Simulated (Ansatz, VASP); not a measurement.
MgO in VASP and in Ansatz

```xyz
4
Lattice="3.3613 0.0000 0.0000 -1.6806 2.9110 0.0000 0.0000 0.0000 5.2202" Properties=species:S:1:pos:R:3 pbc="T T T"
Mg    0.0000    1.9406    0.0191
Mg    1.6807    0.9703    2.6292
O     0.0000    1.9406    2.0930
O     1.6807    0.9703    4.7031
```

Alike in both runs: task single point; functional PBEsol; k mesh 9 × 9 × 6; occupations gaussian, width 0.05 eV; no spin polarisation.

|  | VASP | Ansatz |
| --- | --- | --- |
| version | VASP 6.6.1 | Ansatz 0.2.0 |
| potentials or method | VASP PAW PBE potentials, release 64 (Mg, O), cutoff 520 eV | scalar-relativistic, plane waves, PAW |
| valence electrons in the cell | 16 | 32 |

VASP gave:

```
gap on the k mesh at the Fermi level (eV)                     : 3.00
least direct gap on the mesh (eV)                             : 3.00
pressure (GPa)                                                : -7.8
traceless stress, the component that is largest in VASP (GPa) : -1.34
rms of the force components (eV/Å)                            : 0.116
```

Problem. Estimate Ansatz's values.

Solution. gap on the k mesh at the Fermi level (eV): 3.01; least direct gap on the mesh (eV): 3.01; pressure (GPa): -7.4; traceless stress, the component that is largest in VASP (GPa): -1.36; rms of the force components (eV/Å): 0.114.

VASP's potentials were made for PBE, not for PBEsol, and Ansatz warns of the same on its side. Atom by atom the forces differ by 0.002 eV/Å (rms over components). VASP's potentials hold 16 valence electrons a cell and Ansatz's 32, so a difference there can come from the potentials and not from the codes.
